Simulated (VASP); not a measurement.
Sn, 2 atoms in the cell. Symmetry: I4_1/amd, No. 141, tetragonal system. The conventional cell has a = 5.880 Å, b = 5.880 Å, c = 3.199 Å, α = 90.00°, β = 90.00°, γ = 90.00°. Within 4.0 Å of Sn (site symmetry -4m2) lie 10 Sn at 3.05 to 3.79 Å. 

- Program: VASP 6.6.1
- Task: relaxation of cell and atoms
- Functional: PBEsol
- Potentials or basis: VASP PAW PBE potentials, release 64 (Sn_d)
- Cutoff: 600 eV
- k mesh: 14 × 14 × 14
- Occupations: gaussian, width 0.1 eV
- Spin: no spin polarisation
- Dipole correction: no
- Further INCAR settings: ALGO = Fast; EDIFF = 1e-06; IBRION = 2; EDIFFG = -0.005; NSW = 100; ISIF = 3

Potentials or basis: VASP PAW PBE potentials, release 64 (Sn_d).

Run with:

```bash
$ cat potpaw_PBE.64/Sn_d/POTCAR > POTCAR
$ mpirun -np 1 vasp_std > vasp.out
```

Hardware: 1 thread of Intel Xeon 8259CL, with other jobs on the host.

Problem. Estimate the wall time of this run.

Solution. Wall time 30 min on 1 thread of Intel Xeon 8259CL (shared host), peak memory 0.41 GiB. Counts: scf iterations 49, k points 244, ion steps 7.
